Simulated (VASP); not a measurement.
Here is a VASP 6.6.1 calculation.

File INCAR:

```
SYSTEM = Pd
PREC     = Accurate       ! precision mode
ENCUT    = 520            ! plane-wave cutoff, eV
EDIFF    = 1E-6           ! SCF threshold, eV
ISMEAR   = -1             ! smearing method
SIGMA    = 0.05           ! smearing width, eV
LREAL    = .FALSE.        ! projectors in reciprocal space
LASPH    = .TRUE.         ! aspherical terms in the spheres
NELM     = 150            ! most SCF steps
ALGO     = Normal         ! electronic algorithm
ISIF     = 2              ! what is computed and relaxed
LWAVE    = .FALSE.        ! write WAVECAR
LCHARG   = .TRUE.         ! write CHGCAR
ISPIN    = 2              ! spin polarisation
MAGMOM   = 0.5 -0.5       ! initial moments
LORBIT   = 11             ! projections on sites
LMAXMIX  = 4              ! l up to which the mixer works
GGA      = PS             ! functional
LELF     = .TRUE.         ! ELF
LVHAR    = .TRUE.       
NBANDS   = 21             ! bands
```

Contents of KPOINTS:

```
regular mesh
0
G
  15 15 8
  0 0 0
```

The input POSCAR:

```
Pd
1.0
    2.6805676634      0.0000000000      0.0000000000
   -1.3402838317      2.3214396930      0.0000000000
    0.0000000000      0.0000000000      4.5109252598
Pd
2
Direct
    0.3333333333      0.6666666667      0.2500000000
    0.6666666667      0.3333333333      0.7500000000
```

Potentials or basis: VASP PAW PBE potentials, release 64 (Pd).

The run is started by

```bash
$ cat potpaw_PBE.64/Pd/POTCAR > POTCAR
$ mpirun -np 1 vasp_std > vasp.out
```

Question: What does it give for the net moment?

Answer: 0.00 μB per cell.

Question: Estimate the pressure.

Answer: 8.8 GPa.

Question: Predict the band gap on the k mesh.

Answer: Zero (filled and empty bands overlap).

Stress tensor (GPa, compression positive):
```
9.13 0.00 0.00
0.00 9.13 0.00
0.00 0.00 8.10
```

Caveat: the PAW data sets were made with another functional, which shifts forces and pressure a little.
